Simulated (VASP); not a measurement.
Input of a VASP 6.6.1 run:

Contents of INCAR:

```
SYSTEM = Nb
ALGO = Normal
EDIFF = 1E-7
EDIFFG = -0.05
ENCUT = 500
GGA_COMPAT = .FALSE.
IBRION = 2
ISIF = 3
ISMEAR = 0
LASPH = .TRUE.
LCHARG = .FALSE.
LREAL = .FALSE.
LWAVE = .FALSE.
NELM = 120
NELMIN = 4
NSW = 100
PREC = Accurate
SIGMA = 0.1
```

KPOINTS

```
k-points
0
G
  8 8 8
  0 0 0
```

POSCAR

```
Nb
1.0
    0.0000000000      2.1150000000      2.1150000000
    2.1150000000      0.0000000000      2.1150000000
    2.1150000000      2.1150000000      0.0000000000
Nb
1
Direct
    0.0000000000      0.0000000000      0.0000000000
```

Potentials or basis: VASP PAW LDA potentials, release 64 (Nb_sv).

Command:

```sh
$ cat potpaw_LDA.64/Nb_sv/POTCAR > POTCAR
$ mpirun -np 1 vasp_std > vasp.out
```

**Question.** Estimate the relaxed cell.

**Answer.** a = 2.925 Å, b = 2.925 Å, c = 2.925 Å, α = 60.00°, β = 60.00°, γ = 60.00°.

**Question.** What does it give for the relaxed volume?

**Answer.** 17.70 Å³/atom.

**Question.** Estimate the space group after relaxing (to 0.05 Å).

**Answer.** Fm-3m (No. 225).

Final structure:
```
CELL_PARAMETERS angstrom
0.00000 2.06842 2.06842
2.06842 0.00000 2.06842
2.06842 2.06842 0.00000
ATOMIC_POSITIONS crystal
Nb 0.00000 0.00000 0.00000
```

LDA usually gives volumes a few per cent too small. Zero-point motion and thermal expansion aren't in these numbers.
